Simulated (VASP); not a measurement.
F, 4 atoms in the cell. Symmetry: C2/m, No. 12, monoclinic system. The conventional cell has a = 5.711 Å, b = 3.489 Å, c = 7.285 Å, α = 90.00°, β = 111.23°, γ = 90.00°. Within 1.8 Å of F (site symmetry m) lie 1 F at 1.36 Å. Within 1.8 Å of F (site symmetry m) lie 1 F at 1.36 Å. 

```yaml
Program: VASP 6.6.1
Task: single point
Functional: PBEsol
Potentials_or_basis: VASP PAW PBE potentials, release 64 (F)
Cutoff: 520 eV
k_mesh: 4 × 4 × 2
Occupations: gaussian, width 0.05 eV
Spin: no spin polarisation
Dipole_correction: no
Further_INCAR_settings: ALGO = Normal; EDIFF = 1e-07; NBANDS = 22
```

Potentials or basis: VASP PAW PBE potentials, release 64 (F).

The run is started by

```console
$ cat potpaw_PBE.64/F/POTCAR > POTCAR
$ mpirun -np 1 vasp_std > vasp.out
```

Hardware: 1 thread of Intel(R) Xeon(R) Platinum 8175M CPU @ 2.50GHz (Skylake/Cascade Lake) (shared host).

Estimate the wall time of this run.

Wall time 23 s on 1 thread of Intel(R) Xeon(R) Platinum 8175M CPU @ 2.50GHz (Skylake/Cascade Lake), with other jobs on the host, peak memory 0.18 GiB. Counts: scf iterations 13, k points 14.
